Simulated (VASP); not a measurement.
# Ta (Im-3m) in VASP: further runs

Runs on Ta. Level: PBE. Tasks: single point.

All numbers are computed with VASP 6.6.1; they aren't measurements. Logs are shortened: lines on timing, memory, paths and dates and some standing lists are left out, and cuts for length are marked.

## Step 1: The cell of the first run

It takes space group Im-3m (No. 229, cubic). Conventional cell: a = 3.303 Å, b = 3.303 Å, c = 3.303 Å, α = 90.00°, β = 90.00°, γ = 90.00°. Ta (site symmetry m-3m) has 14 Ta at 2.86 to 3.30 Å within 3.8 Å.

## Step 2: Single point, PBE

File INCAR:

```
SYSTEM = Ta
ALGO = Normal ; EDIFF = 1E-6
ENCUT = 520 ; GGA = PE
ISIF = 2 ; ISMEAR = 1
LASPH = .TRUE. ; LCHARG = .FALSE.
LREAL = .FALSE. ; LWAVE = .FALSE.
NBANDS = 12 ; NELM = 60
PREC = Accurate ; SIGMA = 0.05
```

File KPOINTS:

```
k-points
0
G
  4 4 4
  0 0 0
```

File POSCAR:

```
Ta
1.0
   -1.6512800000      1.6512800000      1.6512800000
    1.6512800000     -1.6512800000      1.6512800000
    1.6512800000      1.6512800000     -1.6512800000
Ta
1
Direct
    0.0000000000      0.0000000000      0.0000000000
```

Potentials or basis: VASP PAW PBE potentials, release 64 (Ta_pv).

The run is started by

```
$ cat potpaw_PBE.64/Ta_pv/POTCAR > POTCAR
$ mpirun -np 1 vasp_std > vasp.out
```

OUTCAR:

```text
SYSTEM = Ta
   EDIFF = 1E-6
   ENCUT = 520
   GGA = PE
   ISIF = 2
   ISMEAR = 1
   LASPH = .TRUE.
   LREAL = .FALSE.
   NELM = 60
   PREC = Accurate

 ion  position               nearest neighbor table
   1  0.000  0.000  0.000-

  LATTYP: Found a body centered cubic cell.
 ALAT       =     3.3025600000

  Lattice vectors:

 A1 = (  -1.6512800000,   1.6512800000,   1.6512800000)
 A2 = (   1.6512800000,  -1.6512800000,   1.6512800000)
 A3 = (   1.6512800000,   1.6512800000,  -1.6512800000)

Analysis of symmetry for initial positions (statically):
=====================================================================
 Subroutine PRICEL returns:
 Original cell was already a primitive cell.

 Routine SETGRP: Setting up the symmetry group for a
 body centered cubic supercell.

 Subroutine GETGRP returns: Found 48 space group operations
[... 9 lines left out ...]

 Routine SETGRP: Setting up the symmetry group for a
 body centered cubic supercell.

 Subroutine GETGRP returns: Found 48 space group operations
[... 11 lines left out ...]
                                     Primitive cell

  volume of cell :      18.0104

  direct lattice vectors                    reciprocal lattice vectors
    -1.651280000  1.651280000  1.651280000     0.000000000  0.302795407  0.302795407
     1.651280000 -1.651280000  1.651280000     0.302795407  0.000000000  0.302795407
     1.651280000  1.651280000 -1.651280000     0.302795407  0.302795407  0.000000000

  length of vectors
     2.860100858  2.860100858  2.860100858     0.428217371  0.428217371  0.428217371

  position of ions in fractional coordinates (direct lattice)
     0.000000000  0.000000000  0.000000000

  ion indices of the primitive-cell ions
   primitive index   ion index
                 1           1

----------------------------------------------------------------------------------------

 KPOINTS: k-points

Automatic generation of k-mesh.
 Grid dimensions read from file:
 generate k-points for:    4    4    4

 Generating k-lattice:

  Cartesian coordinates                     Fractional coordinates (reciprocal lattice)
     0.000000000  0.075698852  0.075698852     0.250000000  0.000000000  0.000000000
     0.075698852  0.000000000  0.075698852     0.000000000  0.250000000  0.000000000
     0.075698852  0.075698852  0.000000000     0.000000000  0.000000000  0.250000000

  Length of vectors
     0.107054343  0.107054343  0.107054343

[... 41 lines left out ...]
   NFREE  =      0    steps in history (QN), initial steepest desc. (CG)
   ISIF   =      2    stress and relaxation
   ISYM   =      2    0-nonsym 1-usesym 2-fastsym
   POTIM  = 0.5000    time-step for ionic-motion
   TEBEG  =    0.0;   TEEND  =   0.0 temperature during run
   PSTRESS=    0.0 pullay stress
   NELECT =      11.0000    total number of electrons
   NUPDOWN=      -1.0000    fix difference up-down
   EMIN   =  10.00;   EMAX   =-10.00  energy-range for DOS
   EFERMI =   0.00;   METHOD = LEGACY
   ISMEAR =     1;   SIGMA  =   0.05  broadening in eV -4-tet -1-fermi 0-gaus
   EFERMI_NEDOS =   21; number of points for ismear=-14 and -15
   IALGO  =     38    algorithm
   IMIX   =      4    mixing-type and parameters
     AMIX     =   0.40;   BMIX     =  1.00
     AMIX_MAG =   1.60;   BMIX_MAG =  1.00
  volume/ion in A,a.u.               =      18.01       121.54
  Fermi-wavevector in a.u.,A,eV,Ry     =   1.388988  2.624806 26.249534  1.929286
  Thomas-Fermi vector in A             =   2.513061
   LORBIT       =      0    0 simple, 1 ext, 2 COOP (PROOUT), +10 PAW based schemes
   GGA     = PE    functional components
   LHFCALC =     F    Hartree Fock is set to
   AEXX    =    0.0000 exact exchange contribution
   IVDW    =     0    specifies the selected vdW correction
   LEPSILON=     F    determine dielectric tensor
   LRPA    =     F    only Hartree local field effects (RPA)
 non-spin polarized calculation
 Methfessel and Paxton  Order N= 1 SIGMA  =   0.05
  energy-cutoff  :      520.00
  volume of cell :       18.01
 maximum number of plane-waves:       496
 NGX is ok and might be reduce to    24
   NGX = 11   NGY = 11   NGZ = 11

 number of electron      11.0000002 magnetization

 Free energy of the ion-electron system (eV)
  ---------------------------------------------------
  ext. energy  EPLUGINS =         0.00000000
  ---------------------------------------------------
  free energy    TOTEN  =       -11.89841130 eV

  energy without entropy =      -11.89584380  energy(sigma->0) =      -11.89755547

 E-fermi :   5.3980     XC(G=0): -12.6212

 val. band max:        5.3930257203   @ k =   0.2500   0.0000   0.0000
 cond. band min:       6.2113398851   @ k =   0.0000   0.0000   0.0000
 fundamental gap:      0.8183141647
 Fermi energy:         5.3979760508

 k-point     1 :       0.0000    0.0000    0.0000
  band No.  band energies     occupation
      1     -27.6013      2.00000
      2     -27.6013      2.00000
      3     -27.6013      2.00000
      4      -2.4294      2.00000
      5       6.2113     -0.00000
      6       6.2113     -0.00000
      7       6.2113     -0.00000
      8       9.4873      0.00000
      9       9.4873      0.00000
     10      20.1692      0.00000
     11      20.5008      0.00000
     12      20.5008      0.00000
[... 91 lines left out ...]
 k-point     8 :       0.5000    0.5000    0.5000
  band No.  band energies     occupation
      1     -28.4189      2.00000
      2     -28.4189      2.00000
      3     -28.4189      2.00000
      4       1.6815      2.00000
      5       1.6815      2.00000
      6      12.3101      0.00000
      7      12.3101      0.00000
      8      12.3101      0.00000
      9      14.1416      0.00000
     10      14.1416      0.00000
     11      14.1416      0.00000
     12      20.1235      0.00000

------------------------ aborting loop because EDIFF is reached ----------------------------------------

  FORCE on cell =-STRESS in cart. coord.  units (eV):
  Direction    XX          YY          ZZ          XY          YZ          ZX
  --------------------------------------------------------------------------------------
  -------------------------------------------------------------------------------------
  Total        0.3686270      0.3686270      0.3686270     -0.0000000     -0.0000000      0.0000000
  in kB       32.7925777     32.7925777     32.7925777     -0.0000000     -0.0000000      0.0000000
  external PRESSURE =      32.7925777 kB  Pullay stress =       0.0000000 kB

 VOLUME and BASIS-vectors are now :
 -----------------------------------------------------------------------------
  energy-cutoff  :      520.00
  volume of cell :       18.01
      direct lattice vectors                 reciprocal lattice vectors
    -1.651280000  1.651280000  1.651280000     0.000000000  0.302795407  0.302795407
     1.651280000 -1.651280000  1.651280000     0.302795407  0.000000000  0.302795407
     1.651280000  1.651280000 -1.651280000     0.302795407  0.302795407  0.000000000

 POSITION                                       TOTAL-FORCE (eV/Angst)
 -----------------------------------------------------------------------------------
      0.00000      0.00000      0.00000        -0.000000      0.000000      0.000000
 -----------------------------------------------------------------------------------
    total drift:                               -0.000000      0.000000      0.000000

  FREE ENERGIE OF THE ION-ELECTRON SYSTEM (eV)
  ---------------------------------------------------
  free  energy   TOTEN  =       -11.8984113018 eV

  energy  without entropy=      -11.8958438014  energy(sigma->0) =      -11.89755547
```

OSZICAR:

```text
N       E                     dE             d eps       ncg     rms          rms(c)
DAV:   1     0.602632031217E+02    0.60263E+02   -0.59413E+03   192   0.899E+02
DAV:   2    -0.113656575938E+02   -0.71629E+02   -0.69284E+02   212   0.243E+02
DAV:   3    -0.123530055703E+02   -0.98735E+00   -0.98177E+00   224   0.267E+01
DAV:   4    -0.123555000717E+02   -0.24945E-02   -0.24939E-02   224   0.152E+00
DAV:   5    -0.123555097057E+02   -0.96340E-05   -0.96336E-05   216   0.815E-02    0.136E+01
DAV:   6    -0.120105120650E+02    0.34500E+00   -0.26015E-01   220   0.567E+00    0.662E+00
DAV:   7    -0.119001373574E+02    0.11037E+00   -0.30372E-01   208   0.543E+00    0.363E-01
DAV:   8    -0.118985399237E+02    0.15974E-02   -0.46974E-03   200   0.762E-01    0.234E-01
DAV:   9    -0.118984179640E+02    0.12196E-03   -0.26148E-04   228   0.180E-01    0.301E-02
DAV:  10    -0.118984110926E+02    0.68713E-05   -0.77689E-06   224   0.289E-02    0.320E-03
DAV:  11    -0.118984113018E+02   -0.20915E-06   -0.52708E-08   124   0.226E-03
   1 F= -.11898411E+02 E0= -.11897555E+02  d E =-.256750E-02
```

It took 6.2 s on 1 thread of AMD EPYC 7R13, shared host; peak memory 0.1 GiB.

Results:

| Quantity | Value |
| --- | --- |
| Free energy | -11.8984 eV |
| Pressure | 3.3 GPa |

Caveat: the k points lie up to 0.67 Å⁻¹ apart; spin-orbit coupling is left out, which moves the levels of the heavy elements.

## Step 3: Single point, PBE

File INCAR:

```
SYSTEM = Ta
  ALGO = Normal
  EDIFF = 1E-6
  ENCUT = 520
  GGA = PE
  ISIF = 2
  ISMEAR = 1
  LASPH = .True.
  LCHARG = .False.
  LREAL = .False.
  LWAVE = .False.
  NBANDS = 12
  NELM = 60
  PREC = Accurate
  SIGMA = 0.05
```

File KPOINTS:

```
k-points
0
Gamma
  5 5 5
  0 0 0
```

POSCAR is that of step 2.

Potentials or basis: VASP PAW PBE potentials, release 64 (Ta_pv).

The run is started by

```
$ cat potpaw_PBE.64/Ta_pv/POTCAR > POTCAR
$ mpirun -np 1 vasp_std > vasp.out
```

OUTCAR:

```text
SYSTEM = Ta
   EDIFF = 1E-6
   ENCUT = 520
   GGA = PE
   ISIF = 2
   ISMEAR = 1
   LASPH = .True.
   LREAL = .False.
   NELM = 60
   PREC = Accurate

 ion  position               nearest neighbor table
   1  0.000  0.000  0.000-

  LATTYP: Found a body centered cubic cell.
 ALAT       =     3.3025600000

  Lattice vectors:

 A1 = (  -1.6512800000,   1.6512800000,   1.6512800000)
[... 313 lines left out ...]
      9      11.9938      0.00000
     10      17.7427      0.00000
     11      17.7427      0.00000
     12      20.1315      0.00000

------------------------ aborting loop because EDIFF is reached ----------------------------------------

  FORCE on cell =-STRESS in cart. coord.  units (eV):
  Direction    XX          YY          ZZ          XY          YZ          ZX
  --------------------------------------------------------------------------------------
  -------------------------------------------------------------------------------------
  Total        0.7879429      0.7879429      0.7879429     -0.0000000     -0.0000000     -0.0000000
  in kB       70.0943734     70.0943734     70.0943734     -0.0000000     -0.0000000     -0.0000000
  external PRESSURE =      70.0943734 kB  Pullay stress =       0.0000000 kB

 VOLUME and BASIS-vectors are now :
 -----------------------------------------------------------------------------
  energy-cutoff  :      520.00
  volume of cell :       18.01
      direct lattice vectors                 reciprocal lattice vectors
    -1.651280000  1.651280000  1.651280000     0.000000000  0.302795407  0.302795407
     1.651280000 -1.651280000  1.651280000     0.302795407  0.000000000  0.302795407
     1.651280000  1.651280000 -1.651280000     0.302795407  0.302795407  0.000000000

 POSITION                                       TOTAL-FORCE (eV/Angst)
 -----------------------------------------------------------------------------------
      0.00000      0.00000      0.00000        -0.000000     -0.000000     -0.000000
 -----------------------------------------------------------------------------------
    total drift:                               -0.000000      0.000000      0.000000

  FREE ENERGIE OF THE ION-ELECTRON SYSTEM (eV)
  ---------------------------------------------------
  free  energy   TOTEN  =       -11.7326115176 eV

  energy  without entropy=      -11.7317363249  energy(sigma->0) =      -11.73231979
```

OSZICAR:

```text
N       E                     dE             d eps       ncg     rms          rms(c)
DAV:   1     0.653275802586E+02    0.65328E+02   -0.59471E+03   240   0.872E+02
DAV:   2    -0.111071547523E+02   -0.76435E+02   -0.74751E+02   252   0.253E+02
DAV:   3    -0.122030334435E+02   -0.10959E+01   -0.10901E+01   292   0.287E+01
DAV:   4    -0.122062770083E+02   -0.32436E-02   -0.32433E-02   264   0.174E+00
DAV:   5    -0.122062859398E+02   -0.89316E-05   -0.89315E-05   296   0.896E-02    0.134E+01
DAV:   6    -0.118454637287E+02    0.36082E+00   -0.28248E-01   264   0.580E+00    0.653E+00
DAV:   7    -0.117332943186E+02    0.11217E+00   -0.27687E-01   280   0.526E+00    0.405E-01
DAV:   8    -0.117326403666E+02    0.65395E-03   -0.10922E-02   260   0.803E-01    0.145E-01
DAV:   9    -0.117326202108E+02    0.20156E-04   -0.13210E-04   276   0.130E-01    0.283E-02
DAV:  10    -0.117326116953E+02    0.85155E-05   -0.36441E-06   272   0.207E-02    0.327E-03
DAV:  11    -0.117326115176E+02    0.17768E-06   -0.88035E-08   160   0.312E-03
   1 F= -.11732612E+02 E0= -.11732320E+02  d E =-.875193E-03
```

Run time: 6.6 s. Hardware: 1 thread of AMD EPYC 7R13, shared host; peak memory 0.11 GiB.

Results:

- Free energy: -11.7326 eV
- Pressure: 7.0 GPa

Caveat: the k points lie up to 0.54 Å⁻¹ apart; spin-orbit coupling is left out, which moves the levels of the heavy elements.

## Step 4: Single point, PBE

File INCAR:

```
SYSTEM = Ta
  PREC = Accurate
  ENCUT = 520
  EDIFF = 1E-7
  ISMEAR = 1
  SIGMA = 0.05
  LREAL = .False.
  LASPH = .True.
  NELM = 60
  ALGO = Normal
  ISIF = 2
  LWAVE = .False.
  LCHARG = .False.
  GGA = PE
  NBANDS = 12
```

File KPOINTS:

```
Automatic mesh
0
Gamma
  6 6 6
  0 0 0
```

POSCAR is that of step 3.

The run is started by

```
$ cat potpaw_PBE.64/Ta_pv/POTCAR > POTCAR
$ mpirun -np 1 vasp_std > vasp.out
```

It took 8.4 s on 1 thread of AMD EPYC 7R13, shared host; peak memory 0.11 GiB.

Results (log left out):

```yaml
Free_energy: -11.7221 eV
Pressure: 6.6 GPa
```

Levels at points of the mesh, in eV from the Fermi level:
```tsv
k point	band 1	band 2	band 3	band 4	band 5	band 6	band 7	band 8	band 9	band 10
(0.00, 0.00, 0.00)	-33.09	-33.09	-33.09	-7.87	0.75	0.75	0.75	4.03	4.03	14.66
(0.50, 0.00, 0.00)	-34.26	-33.46	-33.09	-4.34	-1.52	1.63	3.91	4.93	7.80	11.74
(0.50, 0.50, 0.50)	-33.90	-33.90	-33.90	-3.77	-3.77	6.84	6.84	6.84	8.70	8.70
```

Caveat: the k points lie up to 0.45 Å⁻¹ apart; spin-orbit coupling is left out, which moves the levels of the heavy elements.

## Step 5: Single point, PBE

File INCAR:

```
ALGO = Normal ; EDIFF = 1E-6
ENCUT = 520 ; GGA = PE
ISIF = 2 ; ISMEAR = 1
LASPH = True ; LCHARG = False
LREAL = False ; LWAVE = False
NBANDS = 12 ; NELM = 60
PREC = Accurate ; SIGMA = 0.05
```

File KPOINTS:

```
k-points
0
Gamma
  7 7 7
```

POSCAR is that of step 4.

The run is started by

```
$ cat potpaw_PBE.64/Ta_pv/POTCAR > POTCAR
$ mpirun -np 1 vasp_std > vasp.out
```

Run time: 9.9 s. Hardware: 1 thread of AMD EPYC 7R13, shared host; peak memory 0.11 GiB.

It converged, with:

```
Free energy : -11.8378 eV
Pressure    : 3.9 GPa
```

Levels at points of the mesh, in eV from the Fermi level:
| k point | band 1 | band 2 | band 3 | band 4 | band 5 | band 6 | band 7 | band 8 | band 9 | band 10 |
| --- | --- | --- | --- | --- | --- | --- | --- | --- | --- | --- |
| (0.00, 0.00, 0.00) | -32.94 | -32.94 | -32.94 | -7.75 | 0.88 | 0.88 | 0.88 | 4.16 | 4.16 | 14.81 |

Caveat: the k points lie up to 0.38 Å⁻¹ apart; spin-orbit coupling is left out, which moves the levels of the heavy elements.

## Step 6: Single point, PBE

File INCAR:

```
PREC     = Accurate       # precision mode
ENCUT    = 520            # plane-wave cutoff, eV
EDIFF    = 1E-6           # SCF threshold, eV
ISMEAR   = 1              # smearing method
SIGMA    = 0.05           # smearing width, eV
LREAL    = False          # projectors in reciprocal space
LASPH    = True           # aspherical terms in the spheres
NELM     = 100            # most SCF steps
ALGO     = Normal         # electronic algorithm
ISIF     = 2              # what is computed and relaxed
LWAVE    = False          # write WAVECAR
LCHARG   = False          # write CHGCAR
GGA      = PE             # functional
NBANDS   = 12             # bands
```

File KPOINTS:

```
regular mesh
0
Gamma
  9 9 9
```

POSCAR is that of step 5.

Potentials or basis: VASP PAW PBE potentials, release 64 (Ta_pv).

The run is started by

```
$ cat potpaw_PBE.64/Ta_pv/POTCAR > POTCAR
$ mpirun -np 1 vasp_std > vasp.out
```

Wall time 15 s (1 thread of AMD EPYC 7R13, shared host); peak memory 0.11 GiB.

Results (log left out):

```yaml
Free_energy: -11.7870 eV
Pressure: 3.2 GPa
```

Levels at points of the mesh, in eV from the Fermi level:
```tsv
k point	band 3	band 4	band 5	band 6	band 7	band 8
(0.00, 0.00, 0.00)	-33.14	-7.99	0.66	0.66	0.66	3.94
```

Caveat: spin-orbit coupling is left out, which moves the levels of the heavy elements.

## Step 7: Summary

```csv
k mesh,gap on the mesh (eV),pressure (GPa)
4 × 4 × 4,none,3.3
5 × 5 × 5,none,7.0
6 × 6 × 6,none,6.6
7 × 7 × 7,none,3.9
9 × 9 × 9,none,3.2
```

Alike in all rows: task single point; level PBE; potentials or basis VASP PAW PBE potentials, release 64 (Ta_pv); no spin polarisation; cell as given; cutoff (eV) 520; smearing methfessel-paxton 0.05 eV.

Caveats: some runs use coarse meshes; spin-orbit coupling is left out, which moves the levels of the heavy elements.

Absolute energies hang on the potentials; compare differences alone.
